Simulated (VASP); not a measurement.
Wanted: the native input for a VASP 6.6.1 run.

```yaml
Task: single point
Functional: PBE
Potentials_or_basis: VASP PAW PBE potentials, release 64 (Sr_sv, Cl)
Cutoff: 500 eV
k_mesh: 4 × 4 × 4, shifted
Occupations: gaussian, width 0.01 eV
Spin: no spin polarisation
Dipole_correction: no
Further_INCAR_settings: ALGO = Normal; EDIFF = 1e-06; NBANDS = 19; ISYM = -1
```

The structure of SrCl2 lies in POSCAR:

```
SrCl2
1.0
    0.0000000000      3.4977180859      3.4977180859
    3.4977180859      0.0000000000      3.4977180859
    3.4977180859      3.4977180859      0.0000000000
Sr Cl
1 2
Direct
    0.0000000000      0.0000000000      0.0000000000
    0.2500000000      0.2500000000      0.2500000000
    0.7500000000      0.7500000000      0.7500000000
```

The input as run:

INCAR

```
PREC = Accurate ; ENCUT = 500
EDIFF = 1E-6 ; ISMEAR = 0
SIGMA = 0.01 ; LREAL = F
LASPH = T ; NELM = 120
ALGO = Normal ; ISIF = 2
LWAVE = F ; LCHARG = F
GGA = PE ; ISYM = -1
NBANDS = 19 ; GGA_COMPAT = F
```

KPOINTS

```
explicit points
32
Reciprocal
  0.12500000   0.12500000   0.12500000 2
  0.12500000   0.12500000   0.37500000 2
  0.12500000   0.12500000   0.62500000 2
  0.12500000   0.12500000   0.87500000 2
  0.12500000   0.37500000   0.12500000 2
  0.12500000   0.37500000   0.37500000 2
  0.12500000   0.37500000   0.62500000 2
  0.12500000   0.37500000   0.87500000 2
  0.12500000   0.62500000   0.12500000 2
  0.12500000   0.62500000   0.37500000 2
  0.12500000   0.62500000   0.62500000 2
  0.12500000   0.62500000   0.87500000 2
  0.12500000   0.87500000   0.12500000 2
  0.12500000   0.87500000   0.37500000 2
  0.12500000   0.87500000   0.62500000 2
  0.12500000   0.87500000   0.87500000 2
  0.37500000   0.12500000   0.12500000 2
  0.37500000   0.12500000   0.37500000 2
  0.37500000   0.12500000   0.62500000 2
  0.37500000   0.12500000   0.87500000 2
  0.37500000   0.37500000   0.12500000 2
  0.37500000   0.37500000   0.37500000 2
  0.37500000   0.37500000   0.62500000 2
  0.37500000   0.37500000   0.87500000 2
  0.37500000   0.62500000   0.12500000 2
  0.37500000   0.62500000   0.37500000 2
  0.37500000   0.62500000   0.62500000 2
  0.37500000   0.62500000   0.87500000 2
  0.37500000   0.87500000   0.12500000 2
  0.37500000   0.87500000   0.37500000 2
  0.37500000   0.87500000   0.62500000 2
  0.37500000   0.87500000   0.87500000 2
```

Potentials or basis: VASP PAW PBE potentials, release 64 (Sr_sv, Cl).

Launch:

```console
$ cat potpaw_PBE.64/Sr_sv/POTCAR potpaw_PBE.64/Cl/POTCAR > POTCAR
$ mpirun -np 1 vasp_std > vasp.out
```

Results of the run:

```yaml
Pressure: 0.8 GPa
Band_gap_on_the_k_mesh: 5.79 eV (least direct gap 5.82 eV)
```

Caveat: the structure was generated, so it needn't be the stable form of SrCl2; a shifted mesh leaves out Γ, where band edges can lie.

Run time: 33 s on 1 thread of Intel(R) Xeon(R) Platinum 8259CL CPU @ 2.50GHz (Skylake/Cascade Lake), with other jobs on the host, peak memory 0.22 GiB.
